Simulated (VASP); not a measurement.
# HC18Cl in VASP: further runs

Runs on HC18Cl. Level: LDA. Tasks: single point.

Everything below comes from runs of VASP 6.6.1. Logs are shortened: lines on timing, memory, paths and dates and some standing lists are left out, and cuts for length are marked.

**1. The cell of the first run**

The cell holds a slab with vacuum, 20 atoms: a = 7.398 Å, b = 7.398 Å, c = 12.000 Å, α = 90.00°, β = 90.00°, γ = 120.00°.

**2. Single point, LDA**

File INCAR:

```
  PREC = Accurate
  ENCUT = 520
  EDIFF = 1E-6
  ISMEAR = 0
  SIGMA = 0.05
  LREAL = False
  LASPH = True
  NELM = 120
  ALGO = Normal
  ISIF = 2
  LWAVE = False
  LCHARG = False
  NBANDS = 56
  GGA_COMPAT = False
  NELMDL = -8
```

File KPOINTS:

```
Automatic mesh
0
Gamma
  2 2 1
```

File POSCAR:

```
HC18Cl
1.0
    7.3980000000      0.0000000000      0.0000000000
   -3.6990000000      6.4068560000      0.0000000000
    0.0000000000      0.0000000000     12.0000000000
C Cl H
18 1 1
Direct
   -0.0075786074     -0.0238755171      0.0821092500
    0.2143812731      0.0870169394      0.0821638333
   -0.0065554874      0.3080117612      0.0820725000
    0.2133311354      0.4181032007      0.0821494167
   -0.0088369917      0.6404063085      0.0820622500
    0.2157846380      0.7527760886      0.0822380000
    0.3267702844     -0.0252999287      0.0821605000
    0.5467145775      0.0845637860      0.0820082500
    0.3241430053      0.3069391602      0.0821061667
    0.5490965027      0.4194787584      0.0820533333
    0.3257458264      0.6428079545      0.0821643333
    0.5477826203      0.7538285549      0.0820171667
    0.6579039207     -0.0262318991      0.0820675000
    0.8824770465      0.0861008894      0.0820875833
    0.6593275445      0.3092682277      0.0817610833
    0.8813348929      0.4204324243      0.0818834167
    0.6602899521      0.6418029374      0.0817397500
    0.8801303565      0.7515010483      0.0819393333
    0.6754113622      0.4723536786      0.3608628333
    0.6217233503      0.4338811423      0.2561030000
```

Potentials or basis: VASP PAW LDA potentials, release 64 (C, Cl, H).

On the command line:

```sh
> cat potpaw_LDA.64/C/POTCAR potpaw_LDA.64/Cl/POTCAR potpaw_LDA.64/H/POTCAR > POTCAR
> mpirun -np 1 vasp_std > vasp.out
```

OUTCAR:

```text
PREC = Accurate
   ENCUT = 520
   EDIFF = 1E-6
   ISMEAR = 0
   LREAL = False
   LASPH = True
   NELM = 120
   ISIF = 2
   NELMDL = -8

 ion  position               nearest neighbor table
   1  0.992  0.976  0.082-  14 1.41   2 1.42  18 1.44
   2  0.214  0.087  0.082-   9 1.41   1 1.42   7 1.44
   3  0.993  0.308  0.082-   4 1.41  14 1.42  16 1.44
   4  0.213  0.418  0.082-   3 1.41   9 1.42  11 1.44
   5  0.991  0.640  0.082-  16 1.41  18 1.42   6 1.44
   6  0.216  0.753  0.082-  11 1.41   7 1.42   5 1.44
[... 10 lines left out ...]
  17  0.660  0.642  0.082-  18 1.41  10 1.42  12 1.44
  18  0.880  0.752  0.082-  17 1.41   5 1.42   1 1.44
  19  0.675  0.472  0.361-  20 1.31
  20  0.622  0.434  0.256-  19 1.31

  LATTYP: Found a hexagonal cell.
 ALAT       =     7.3980000000
 C/A-ratio  =     1.6220600162

  Lattice vectors:

 A1 = (   7.3980000000,   0.0000000000,   0.0000000000)
 A2 = (  -3.6990000000,   6.4068560000,   0.0000000000)
 A3 = (   0.0000000000,   0.0000000000,  12.0000000000)

Analysis of symmetry for initial positions (statically):
=====================================================================
 Subroutine PRICEL returns:
 Original cell was already a primitive cell.

 Routine SETGRP: Setting up the symmetry group for a
 hexagonal supercell.

 Subroutine GETGRP returns: Found  1 space group operations
 (whereof  1 operations were pure point group operations)
 out of a pool of 24 trial point group operations.

The static configuration has the point symmetry C_1 .

Analysis of symmetry for dynamics (positions and initial velocities):
=====================================================================
 Subroutine PRICEL returns:
 Original cell was already a primitive cell.

 Routine SETGRP: Setting up the symmetry group for a
 hexagonal supercell.

 Subroutine GETGRP returns: Found  1 space group operations
 (whereof  1 operations were pure point group operations)
 out of a pool of 24 trial point group operations.

The dynamic configuration has the point symmetry C_1 .

 Subroutine INISYM returns: Found  1 space group operations
 (whereof  1 operations are pure point group operations),
 and found     1 'primitive' translations

----------------------------------------------------------------------------------------

                                     Primitive cell

  volume of cell :     568.7750

  direct lattice vectors                    reciprocal lattice vectors
     7.398000000  0.000000000  0.000000000     0.135171668  0.078041398  0.000000000
    -3.699000000  6.406856000  0.000000000     0.000000000  0.156082796  0.000000000
     0.000000000  0.000000000 12.000000000     0.000000000  0.000000000  0.083333333

  length of vectors
     7.398000000  7.398000054 12.000000000     0.156082797  0.156082796  0.083333333

  position of ions in fractional coordinates (direct lattice)
     0.992421393  0.976124483  0.082109250
     0.214381273  0.087016939  0.082163833
     0.993444513  0.308011761  0.082072500
     0.213331135  0.418103201  0.082149417
     0.991163008  0.640406308  0.082062250
     0.215784638  0.752776089  0.082238000
[... 12 lines left out ...]
     0.675411362  0.472353679  0.360862833
     0.621723350  0.433881142  0.256103000

  ion indices of the primitive-cell ions
   primitive index   ion index
                 1           1
                 2           2
                 3           3
                 4           4
                 5           5
                 6           6
[... 12 lines left out ...]
                19          19
                20          20

----------------------------------------------------------------------------------------

 KPOINTS: Automatic mesh

Automatic generation of k-mesh.
 Grid dimensions read from file:
 generate k-points for:    2    2    1

 Generating k-lattice:

  Cartesian coordinates                     Fractional coordinates (reciprocal lattice)
     0.067585834  0.039020699  0.000000000     0.500000000  0.000000000  0.000000000
     0.000000000  0.078041398  0.000000000     0.000000000  0.500000000  0.000000000
     0.000000000  0.000000000  0.083333333     0.000000000  0.000000000  1.000000000

  Length of vectors
     0.078041399  0.078041398  0.083333333

  Shift w.r.t. Gamma in fractional coordinates (k-lattice)
     0.000000000  0.000000000  0.000000000

 Subroutine IBZKPT returns following result:
 ===========================================

 Found      4 irreducible k-points:

 Following reciprocal coordinates:
            Coordinates               Weight
  0.000000  0.000000  0.000000      1.000000
  0.500000  0.000000  0.000000      1.000000
  0.000000  0.500000  0.000000      1.000000
  0.500000  0.500000  0.000000      1.000000
   k-points           NKPTS =      4   k-points in BZ     NKDIM =      4   number of bands    NBANDS=     56
   number of dos      NEDOS =    301   number of ions     NIONS =     20
   total plane-waves  NPLWV = 282240
   dimension x,y,z NGX =    56 NGY =   56 NGZ =   90
   dimension x,y,z NGXF=   112 NGYF=  112 NGZF=  180
   ions per type =              18   1   1
   NGX,Y,Z   is equivalent  to a cutoff of  12.58, 12.58, 12.47 a.u.
   NGXF,Y,Z  is equivalent  to a cutoff of  25.17, 25.17, 24.94 a.u.
 SYSTEM =  unknown system
   PREC   = accura    normal or accurate (medium, high low for compatibility)
   ISTART =      0    job   : 0-new  1-cont  2-samecut
   ICHARG =      2    charge: 1-file 2-atom 10-const
   ISPIN  =      1    spin polarized calculation?
   LNONCOLLINEAR =      F non collinear calculations
   LSORBIT =      F    spin-orbit coupling
   LASPH  =      T    aspherical Exc in radial PAW
   ENCUT  =  520.0 eV  38.22 Ry    6.18 a.u.  13.76 13.76 22.31*2*pi/ulx,y,z
   NELM   =    120;   NELMIN=  2; NELMDL= -8     # of ELM steps
   EDIFF  = 0.1E-05   stopping-criterion for ELM
   LREAL  =      F    real-space projection
   EDIFFG = 0.1E-04   stopping-criterion for IOM
   NSW    =      0    number of steps for IOM
   IBRION =     -1    ionic relax: 0-MD 1-quasi-New 2-CG
   NFREE  =      0    steps in history (QN), initial steepest desc. (CG)
   ISIF   =      2    stress and relaxation
   ISYM   =      2    0-nonsym 1-usesym 2-fastsym
   POTIM  = 0.5000    time-step for ionic-motion
   TEBEG  =    0.0;   TEEND  =   0.0 temperature during run
   PSTRESS=    0.0 pullay stress
   NELECT =      80.0000    total number of electrons
   NUPDOWN=      -1.0000    fix difference up-down
   EMIN   =  10.00;   EMAX   =-10.00  energy-range for DOS
   EFERMI =   0.00;   METHOD = LEGACY
   ISMEAR =     0;   SIGMA  =   0.05  broadening in eV -4-tet -1-fermi 0-gaus
   EFERMI_NEDOS =   21; number of points for ismear=-14 and -15
   IALGO  =     38    algorithm
   IMIX   =      4    mixing-type and parameters
     AMIX     =   0.40;   BMIX     =  1.00
     AMIX_MAG =   1.60;   BMIX_MAG =  1.00
  volume/ion in A,a.u.               =      28.44       191.91
  Fermi-wavevector in a.u.,A,eV,Ry     =   0.851382  1.608879  9.862209  0.724852
  Thomas-Fermi vector in A             =   1.967507
   LORBIT       =      0    0 simple, 1 ext, 2 COOP (PROOUT), +10 PAW based schemes
   GGA     = CA    functional components
   LHFCALC =     F    Hartree Fock is set to
   AEXX    =    0.0000 exact exchange contribution
   IVDW    =     0    specifies the selected vdW correction
   LEPSILON=     F    determine dielectric tensor
   LRPA    =     F    only Hartree local field effects (RPA)
 non-spin polarized calculation
 Gauss-broadening in eV      SIGMA  =   0.05
  energy-cutoff  :      520.00
  volume of cell :      568.78
 maximum number of plane-waves:     15363
 NGX is ok and might be reduce to    56
   NGX = 27   NGY = 27   NGZ = 45

 number of electron      79.9999998 magnetization

 Free energy of the ion-electron system (eV)
  ---------------------------------------------------
  ext. energy  EPLUGINS =         0.00000000
  ---------------------------------------------------
  free energy    TOTEN  =      -187.53920676 eV

  energy without entropy =     -187.53876673  energy(sigma->0) =     -187.53898675

 E-fermi :  -1.9903     XC(G=0):  -4.3371

 val. band max:       -2.0836422472   @ k =   0.0000   0.0000   0.0000
 cond. band min:      -1.8965517271   @ k =   0.0000   0.0000   0.0000
 fundamental gap:      0.1870905201
 Fermi energy:        -1.9903292705

 k-point     1 :       0.0000    0.0000    0.0000
  band No.  band energies     occupation
      1     -21.2900      2.00000
      2     -18.8446      2.00000
      3     -18.7765      2.00000
      4     -18.7240      2.00000
      5     -18.6976      2.00000
      6     -18.6482      2.00000
[... 44 lines left out ...]
     51       3.3293      0.00000
     52       3.5669      0.00000

 k-point     2 :       0.5000    0.0000    0.0000
  band No.  band energies     occupation
      1     -20.6610      2.00000
      2     -20.6192      2.00000
      3     -19.4066      2.00000
      4     -19.3021      2.00000
      5     -17.8783      2.00000
      6     -16.9233      2.00000
[... 44 lines left out ...]
     51       4.2091      0.00000
     52       4.2524      0.00000

 k-point     3 :       0.0000    0.5000    0.0000
  band No.  band energies     occupation
      1     -20.6603      2.00000
      2     -20.6200      2.00000
      3     -19.4045      2.00000
      4     -19.3046      2.00000
      5     -17.8779      2.00000
      6     -16.9214      2.00000
[... 44 lines left out ...]
     51       4.2033      0.00000
     52       4.2533      0.00000

 k-point     4 :       0.5000    0.5000    0.0000
  band No.  band energies     occupation
      1     -20.6601      2.00000
      2     -20.6202      2.00000
      3     -19.3952      2.00000
      4     -19.3147      2.00000
      5     -17.8770      2.00000
      6     -16.9151      2.00000
[... 44 lines left out ...]
     51       4.1984      0.00000
     52       4.2472      0.00000
 [bands above 52 left out]

------------------------ aborting loop because EDIFF is reached ----------------------------------------

  FORCE on cell =-STRESS in cart. coord.  units (eV):
  Direction    XX          YY          ZZ          XY          YZ          ZX
  --------------------------------------------------------------------------------------
  -------------------------------------------------------------------------------------
  Total       -8.9101892     -8.9008348     -0.2478756     -0.0605426     -0.0086307      0.0028940
  in kB      -25.0990320    -25.0726818     -0.6982384     -0.1705419     -0.0243117      0.0081520
  external PRESSURE =     -16.9566507 kB  Pullay stress =       0.0000000 kB

 VOLUME and BASIS-vectors are now :
 -----------------------------------------------------------------------------
  energy-cutoff  :      520.00
  volume of cell :      568.78
      direct lattice vectors                 reciprocal lattice vectors
     7.398000000  0.000000000  0.000000000     0.135171668  0.078041398  0.000000000
    -3.699000000  6.406856000  0.000000000     0.000000000  0.156082796  0.000000000
     0.000000000  0.000000000 12.000000000     0.000000000  0.000000000  0.083333333

 POSITION                                       TOTAL-FORCE (eV/Angst)
 -----------------------------------------------------------------------------------
      3.73125      6.25389      0.98531         0.006514      0.000509      0.000129
      1.26412      0.55751      0.98597        -0.003774     -0.003580     -0.000332
      6.21017      1.97339      0.98487        -0.003238     -0.004821     -0.000214
      0.03166      2.67873      0.98579         0.010118     -0.002403      0.000066
      4.96376      4.10299      0.98475        -0.001922      0.011983      0.000194
     -1.18814      4.82293      0.98686        -0.002575      0.004150     -0.000404
[... 12 lines left out ...]
      3.24946      3.02630      4.33035        -0.009803     -0.011013     -0.069776
      2.99458      2.77981      3.07324         0.016270      0.013052      0.071471
 -----------------------------------------------------------------------------------
    total drift:                               -0.000407     -0.000017      0.000148

  FREE ENERGIE OF THE ION-ELECTRON SYSTEM (eV)
  ---------------------------------------------------
  free  energy   TOTEN  =      -187.5392067648 eV

  energy  without entropy=     -187.5387667260  energy(sigma->0) =     -187.53898675
```

Wall time 2.1 min (1 thread of Intel Xeon 6975P-C (Granite Rapids), shared host); peak memory 0.49 GiB.

Results:

```yaml
Free_energy: -187.5392 eV
Largest_force: 0.074 eV/Å
Band_gap_on_the_k_mesh: 0.19 eV, direct
```

Forces in eV/Å, atoms in the order of the input:
```
C    0.007  0.001  0.000
C   -0.004 -0.004  0.000
C   -0.003 -0.005  0.000
C    0.010 -0.002  0.000
C   -0.002  0.012  0.000
C   -0.003  0.004  0.000
C   -0.001 -0.003  0.000
C    0.001 -0.002  0.002
C    0.001  0.005  0.002
C   -0.014  0.002 -0.008
C    0.014  0.004  0.000
C   -0.008 -0.010  0.000
C   -0.008  0.002  0.000
C    0.005  0.008  0.000
C   -0.004 -0.007  0.003
C    0.003 -0.007  0.001
C   -0.013 -0.007 -0.001
C    0.012  0.008 -0.001
Cl  -0.010 -0.011 -0.070
H    0.016  0.013  0.071
```

Caveat: the k points lie up to 0.49 Å⁻¹ apart.

**3. Single point, LDA**

File INCAR:

```
PREC = Accurate
ENCUT = 520
EDIFF = 1E-6
ISMEAR = 0
SIGMA = 0.05
LREAL = False
LASPH = True
NELM = 120
ALGO = Normal
ISIF = 2
LWAVE = False
LCHARG = True
LELF = True
LVHAR = True
NBANDS = 56
GGA_COMPAT = False
NELMDL = -8
```

KPOINTS is that of step 2.

File POSCAR:

```
HC18Cl
1.0
    7.3980000000      0.0000000000      0.0000000000
   -3.6990000000      6.4068560000      0.0000000000
    0.0000000000      0.0000000000     12.0000000000
C Cl H
18 1 1
Direct
   -0.0041425287     -0.0218957629      0.0800770000
    0.2175361053      0.0888248464      0.0800697500
   -0.0033463092      0.3097683169      0.0801086667
    0.2166937297      0.4199343641      0.0800533333
   -0.0055785139      0.6424115042      0.0801261667
    0.2191503679      0.7548195246      0.0802530833
    0.3299864847     -0.0235333836      0.0801467500
    0.5500803851      0.0864378722      0.0800399167
    0.3273543376      0.3088973749      0.0798729167
    0.5524175844      0.4214802081      0.0798515000
    0.3291852739      0.6447593016      0.0801194167
    0.5509275072      0.7556514459      0.0799516667
    0.6611485382     -0.0242409069      0.0800787500
    0.8858407809      0.0881468227      0.0800893333
    0.6627158198      0.3111931968      0.0797876667
    0.8844338524      0.4222123925      0.0800206667
    0.6634963603      0.6435766623      0.0796169167
    0.8835330051      0.7533933961      0.0799360000
    0.6221091571      0.4605416448      0.3613865833
    0.5987751615      0.4392321288      0.2534135833
```

Potentials or basis: VASP PAW LDA potentials, release 64 (C, Cl, H).

On the command line:

```sh
> cat potpaw_LDA.64/C/POTCAR potpaw_LDA.64/Cl/POTCAR potpaw_LDA.64/H/POTCAR > POTCAR
> mpirun -np 1 vasp_std > vasp.out
```

Run time: 2.1 min. Hardware: 1 thread of Intel Xeon 6975P-C (Granite Rapids), shared host; peak memory 0.49 GiB.

Results (log left out):

- Free energy: -187.5365 eV
- Largest force: 0.063 eV/Å
- Band gap on the k mesh: 0.18 eV, direct

Forces on the atoms (eV/Å):
```
C    0.009 -0.001  0.000
C   -0.003 -0.009  0.000
C   -0.006 -0.006  0.000
C    0.007  0.000  0.001
C   -0.005  0.012  0.000
C   -0.005  0.005  0.000
C   -0.005 -0.005  0.000
C    0.007  0.001  0.000
C   -0.003  0.008  0.000
C   -0.006  0.005  0.000
C    0.008  0.001  0.000
C   -0.005 -0.010  0.000
C   -0.006  0.010  0.000
C   -0.006  0.007 -0.001
C    0.007 -0.003 -0.002
C   -0.003 -0.010  0.000
C   -0.006 -0.005 -0.001
C    0.010  0.000 -0.001
Cl   0.001 -0.005 -0.059
H    0.008  0.006  0.062
```

Levels at points of the mesh, in eV from the valence-band top:
| k point | band 38 | band 39 | band 40 | band 41 | band 42 | band 43 |
| --- | --- | --- | --- | --- | --- | --- |
| (0.00, 0.00, 0.00) | -2.79 | -0.05 | 0.00 | 0.18 | 0.22 | 3.53 |
| (0.50, 0.00, 0.00) | -2.51 | -2.49 | -2.25 | 1.71 | 2.51 | 2.54 |
| (0.00, 0.50, 0.00) | -2.51 | -2.49 | -2.24 | 1.71 | 2.48 | 2.56 |
| (0.50, 0.50, 0.00) | -2.52 | -2.48 | -2.24 | 1.70 | 2.48 | 2.56 |

Caveat: the k points lie up to 0.49 Å⁻¹ apart.

**4. Single point, LDA**

File INCAR:

```
  PREC = Accurate
  ENCUT = 520
  EDIFF = 1E-6
  ISMEAR = 0
  SIGMA = 0.05
  LREAL = F
  LASPH = T
  NELM = 120
  ALGO = Normal
  ISIF = 2
  LWAVE = F
  LCHARG = F
  GGA = CA
  NBANDS = 56
  GGA_COMPAT = F
  NELMDL = -8
```

KPOINTS is that of step 3.

File POSCAR:

```
HC18Cl
1.0
    7.3980000000      0.0000000000      0.0000000000
   -3.6990000000      6.4068560000      0.0000000000
    0.0000000000      0.0000000000     12.0000000000
C Cl H
18 1 1
Direct
   -0.0006029018     -0.0219216727      0.0780922500
    0.2188679047      0.0876860663      0.0780331667
   -0.0024090571      0.3090737485      0.0780875833
    0.2207000559      0.4207047887      0.0780381667
   -0.0027168902      0.6443169630      0.0781452500
    0.2211506371      0.7561936775      0.0782556667
    0.3309286374     -0.0242476185      0.0781355000
    0.5541100820      0.0873109993      0.0780230000
    0.3301918640      0.3107316600      0.0778080833
    0.5544383544      0.4227739784      0.0779329167
    0.3327227123      0.6447057652      0.0781455833
    0.5522489565      0.7545992918      0.0780289167
    0.6639898032     -0.0223064168      0.0780938333
    0.8878316195      0.0895496949      0.0780828333
    0.6662291453      0.3111106290      0.0777770000
    0.8856727665      0.4210692421      0.0780233333
    0.6644745227      0.6428541550      0.0777892500
    0.8876420205      0.7542348384      0.0780259167
    0.5797813221      0.4574304464      0.3603064167
    0.5800047657      0.4634861467      0.2514249167
```

On the command line:

```sh
> cat potpaw_LDA.64/C/POTCAR potpaw_LDA.64/Cl/POTCAR potpaw_LDA.64/H/POTCAR > POTCAR
> mpirun -np 1 vasp_std > vasp.out
```

Run time: 2 min. Hardware: 1 thread of Intel Xeon 6975P-C (Granite Rapids), shared host; peak memory 0.49 GiB.

The run converged. Its results:

```yaml
Free_energy: -187.5354 eV
Largest_force: 0.087 eV/Å
Band_gap_on_the_k_mesh: 0.17 eV, direct
```

Forces on the atoms (eV/Å):
```
C   -0.007 -0.003  0.000
C    0.007  0.004  0.000
C    0.000  0.008  0.000
C   -0.003  0.001  0.000
C    0.004 -0.006  0.001
C    0.001 -0.005  0.000
C    0.000  0.005  0.000
C   -0.006  0.001  0.000
C    0.005 -0.001  0.003
C   -0.001 -0.009 -0.014
C   -0.005 -0.005  0.001
C    0.004  0.006  0.000
C    0.005 -0.005  0.000
C    0.001 -0.006  0.001
C   -0.006 -0.001  0.003
C    0.005  0.003  0.000
C   -0.001  0.001  0.004
C   -0.003  0.004  0.000
Cl  -0.001  0.006 -0.085
H    0.002  0.001  0.087
```

Levels at points of the mesh, in eV from the valence-band top:
| k point | band 36 | band 37 | band 38 | band 39 | band 40 | band 41 | band 42 | band 43 | band 44 | band 45 |
| --- | --- | --- | --- | --- | --- | --- | --- | --- | --- | --- |
| (0.00, 0.00, 0.00) | -2.94 | -2.79 | -2.79 | -0.06 | 0.00 | 0.17 | 0.22 | 3.53 | 4.58 | 4.84 |
| (0.50, 0.00, 0.00) | -2.61 | -2.54 | -2.51 | -2.49 | -2.25 | 1.71 | 2.49 | 2.55 | 2.60 | 2.64 |
| (0.00, 0.50, 0.00) | -2.58 | -2.57 | -2.53 | -2.49 | -2.25 | 1.69 | 2.47 | 2.55 | 2.61 | 2.66 |
| (0.50, 0.50, 0.00) | -2.61 | -2.55 | -2.50 | -2.50 | -2.25 | 1.71 | 2.48 | 2.55 | 2.61 | 2.63 |

Caveat: the k points lie up to 0.49 Å⁻¹ apart.

(Part 1 of 2 ends here.)
